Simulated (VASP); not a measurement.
# Sr2Ir (Fm-3m) in VASP: notebook, part 2 of 2

VASP 6.6.1. The steps go on from the part before.

### 6 Single point, LDA

This run uses another cell than the first one, of 33.31 Å³/atom, 1.128 times its volume.

INCAR

```
ALGO = Normal
EDIFF = 1E-7
ENCUT = 520
ISIF = 2
ISMEAR = -1
LASPH = T
LCHARG = F
LREAL = F
LWAVE = F
NBANDS = 22
NELM = 80
PREC = Accurate
SIGMA = 0.1
```

KPOINTS

```
k-points
0
Gamma
  7 7 7
```

POSCAR

```
Sr2Ir
1.0
    0.0000000000      3.6830739863      3.6830739863
    3.6830739863      0.0000000000      3.6830739863
    3.6830739863      3.6830739863      0.0000000000
Sr Ir
2 1
Direct
    0.7500000000      0.7500000000      0.7500000000
    0.2500000000      0.2500000000      0.2500000000
    0.0000000000      0.0000000000      0.0000000000
```

Potentials or basis: VASP PAW LDA potentials, release 64 (Sr_sv, Ir).

Launch:

```
$ cat potpaw_LDA.64/Sr_sv/POTCAR potpaw_LDA.64/Ir/POTCAR > POTCAR
$ mpirun -np 1 vasp_std > vasp.out
```

OUTCAR:

```text
EDIFF = 1E-7
   ENCUT = 520
   ISIF = 2
   ISMEAR = -1
   LASPH = T
   LREAL = F
   NELM = 80
   PREC = Accurate

 ion  position               nearest neighbor table
   1  0.750  0.750  0.750-   3 3.19   3 3.19   3 3.19   3 3.19   2 3.68   2 3.68   2 3.68   2 3.68
                             2 3.68   2 3.68
   2  0.250  0.250  0.250-   3 3.19   3 3.19   3 3.19   3 3.19   1 3.68   1 3.68   1 3.68   1 3.68
                             1 3.68   1 3.68
   3  0.000  0.000  0.000-   1 3.19   1 3.19   1 3.19   1 3.19   2 3.19   2 3.19   2 3.19   2 3.19

  LATTYP: Found a face centered cubic cell.
 ALAT       =     7.3661479726

  Lattice vectors:

 A1 = (   0.0000000000,   3.6830739863,   3.6830739863)
 A2 = (   3.6830739863,   0.0000000000,   3.6830739863)
 A3 = (   3.6830739863,   3.6830739863,   0.0000000000)

Analysis of symmetry for initial positions (statically):
=====================================================================
 Subroutine PRICEL returns:
 Original cell was already a primitive cell.

 Routine SETGRP: Setting up the symmetry group for a
 face centered cubic supercell.

 Subroutine GETGRP returns: Found 48 space group operations
[... 9 lines left out ...]

 Routine SETGRP: Setting up the symmetry group for a
 face centered cubic supercell.

 Subroutine GETGRP returns: Found 48 space group operations
[... 11 lines left out ...]
                                     Primitive cell

  volume of cell :      99.9220

  direct lattice vectors                    reciprocal lattice vectors
     0.000000000  3.683073986  3.683073986    -0.135756165  0.135756165  0.135756165
     3.683073986  0.000000000  3.683073986     0.135756165 -0.135756165  0.135756165
     3.683073986  3.683073986  0.000000000     0.135756165  0.135756165 -0.135756165

  length of vectors
     5.208653183  5.208653183  5.208653183     0.235136575  0.235136575  0.235136575

  position of ions in fractional coordinates (direct lattice)
     0.750000000  0.750000000  0.750000000
     0.250000000  0.250000000  0.250000000
     0.000000000  0.000000000  0.000000000

[... 88 lines left out ...]
   EFERMI_NEDOS =   21; number of points for ismear=-14 and -15
   IALGO  =     38    algorithm
   IMIX   =      4    mixing-type and parameters
     AMIX     =   0.40;   BMIX     =  1.00
     AMIX_MAG =   1.60;   BMIX_MAG =  1.00
  volume/ion in A,a.u.               =      33.31       224.77
  Fermi-wavevector in a.u.,A,eV,Ry     =   1.083895  2.048264 15.984499  1.174828
  Thomas-Fermi vector in A             =   2.219972
   LORBIT       =      0    0 simple, 1 ext, 2 COOP (PROOUT), +10 PAW based schemes
   GGA     = CA    functional components
   LHFCALC =     F    Hartree Fock is set to
   AEXX    =    0.0000 exact exchange contribution
   IVDW    =     0    specifies the selected vdW correction
   LEPSILON=     F    determine dielectric tensor
   LRPA    =     F    only Hartree local field effects (RPA)
 non-spin polarized calculation
  energy-cutoff  :      520.00
  volume of cell :       99.92
 maximum number of plane-waves:      2733
   NGX = 19   NGY = 19   NGZ = 19

 number of electron      29.0000001 magnetization

 Free energy of the ion-electron system (eV)
  ---------------------------------------------------
  ext. energy  EPLUGINS =         0.00000000
  ---------------------------------------------------
  free energy    TOTEN  =       -14.27647042 eV

  energy without entropy =      -14.19691357  energy(sigma->0) =      -14.23669199

 E-fermi :   2.2993     XC(G=0):  -9.1701

 val. band max:        2.2493947463   @ k =   0.2857   0.0000   0.0000
 cond. band min:       2.3028385012   @ k =  -0.2857   0.1429   0.0000
 fundamental gap:      0.0534437550
 Fermi energy:         2.2992574695

 k-point     1 :       0.0000    0.0000    0.0000
  band No.  band energies     occupation
      1     -32.6423      2.00000
      2     -32.5413      2.00000
      3     -14.9312      2.00000
      4     -14.9312      2.00000
      5     -14.9312      2.00000
      6     -14.5791      2.00000
[... 489 lines left out ...]
     21       6.5436      0.00000
     22       7.3381      0.00000

------------------------ aborting loop because EDIFF is reached ----------------------------------------

  FORCE on cell =-STRESS in cart. coord.  units (eV):
  Direction    XX          YY          ZZ          XY          YZ          ZX
  --------------------------------------------------------------------------------------
  -------------------------------------------------------------------------------------
  Total       -3.0127824     -3.0127824     -3.0127824     -0.0000000      0.0000000     -0.0000000
  in kB      -48.3077741    -48.3077741    -48.3077741     -0.0000000      0.0000000     -0.0000000
  external PRESSURE =     -48.3077741 kB  Pullay stress =       0.0000000 kB

 VOLUME and BASIS-vectors are now :
 -----------------------------------------------------------------------------
  energy-cutoff  :      520.00
  volume of cell :       99.92
      direct lattice vectors                 reciprocal lattice vectors
     0.000000000  3.683073986  3.683073986    -0.135756165  0.135756165  0.135756165
     3.683073986  0.000000000  3.683073986     0.135756165 -0.135756165  0.135756165
     3.683073986  3.683073986  0.000000000     0.135756165  0.135756165 -0.135756165

 POSITION                                       TOTAL-FORCE (eV/Angst)
 -----------------------------------------------------------------------------------
      5.52461      5.52461      5.52461        -0.000000     -0.000000     -0.000000
      1.84154      1.84154      1.84154         0.000000      0.000000      0.000000
      0.00000      0.00000      0.00000        -0.000000      0.000000      0.000000
 -----------------------------------------------------------------------------------
    total drift:                               -0.000000     -0.000000      0.000000

  FREE ENERGIE OF THE ION-ELECTRON SYSTEM (eV)
  ---------------------------------------------------
  free  energy   TOTEN  =       -14.2764704227 eV

  energy  without entropy=      -14.1969135672  energy(sigma->0) =      -14.23669199
```

OSZICAR:

```text
N       E                     dE             d eps       ncg     rms          rms(c)
DAV:   1     0.202809926307E+03    0.20281E+03   -0.12833E+04   880   0.116E+03
DAV:   2     0.346249462604E+01   -0.19935E+03   -0.18239E+03   892   0.303E+02
DAV:   3    -0.135421175226E+02   -0.17005E+02   -0.16555E+02  1390   0.751E+01
DAV:   4    -0.147066952749E+02   -0.11646E+01   -0.11539E+01  1372   0.170E+01
DAV:   5    -0.147386721936E+02   -0.31977E-01   -0.31965E-01  1224   0.197E+00    0.216E+01
DAV:   6    -0.144559472875E+02    0.28272E+00   -0.13415E+00  1340   0.448E+00    0.157E+01
DAV:   7    -0.145126631167E+02   -0.56716E-01   -0.26201E+00  1374   0.902E+00    0.387E+00
DAV:   8    -0.142734282964E+02    0.23923E+00   -0.88390E-01  1254   0.407E+00    0.915E-01
DAV:   9    -0.142763708774E+02   -0.29426E-02   -0.38579E-02  1388   0.693E-01    0.591E-01
DAV:  10    -0.142767370900E+02   -0.36621E-03   -0.28162E-03  1128   0.246E-01    0.236E-01
DAV:  11    -0.142764657193E+02    0.27137E-03   -0.14397E-03  1330   0.167E-01    0.323E-02
DAV:  12    -0.142764922147E+02   -0.26495E-04   -0.15567E-04  1558   0.552E-02    0.307E-02
DAV:  13    -0.142764702563E+02    0.21958E-04   -0.78906E-05  1310   0.370E-02    0.515E-03
DAV:  14    -0.142764704939E+02   -0.23767E-06   -0.23848E-06  1248   0.669E-03    0.288E-03
DAV:  15    -0.142764704227E+02    0.71201E-07   -0.79233E-07  1070   0.359E-03
   1 F= -.14276470E+02 E0= -.14236692E+02  d E =-.795569E-01
```

stdout:

```text
POSCAR found type information on POSCAR SrIr
 POSCAR found :  2 types and       3 ions
 scaLAPACK will be used
 LDA part: xc-table for (Slater(with rela. corr.)+CA(PZ))
 , standard interpolation
 POSCAR, INCAR and KPOINTS ok, starting setup
 FFT: planning ... GRIDC
 FFT: planning ... GRID_SOFT
 FFT: planning ... GRID
 WAVECAR not read
 entering main loop
```

Wall time 56 s (1 thread of AMD EPYC 7R13 (Zen 3), shared host); peak memory 0.18 GiB.

Results:

```
Free energy : -14.2765 eV
Pressure    : -4.8 GPa
```

Caveat: spin-orbit coupling is left out, which moves the levels of the heavy elements.

### 7 The runs side by side

```tsv
cell	gap on the mesh (eV)	pressure (GPa)
a = 5.004 Å, angles 60.0°, 3 atoms	none	-0.6
a = 5.057 Å, angles 60.0°, 3 atoms	none	-1.9
a = 5.108 Å, angles 60.0°, 3 atoms	none	-3.1
a = 5.159 Å, angles 60.0°, 3 atoms	none	-4.0
a = 5.209 Å, angles 60.0°, 3 atoms	none	-4.8
```

Alike in all rows: task single point; level LDA; potentials or basis VASP PAW LDA potentials, release 64 (Sr_sv, Ir); no spin polarisation; k mesh 7 × 7 × 7; cutoff (eV) 520; smearing fermi-dirac 0.1 eV.

Caveats: spin-orbit coupling is left out, which moves the levels of the heavy elements.

Absolute energies hang on the potentials; compare differences alone.
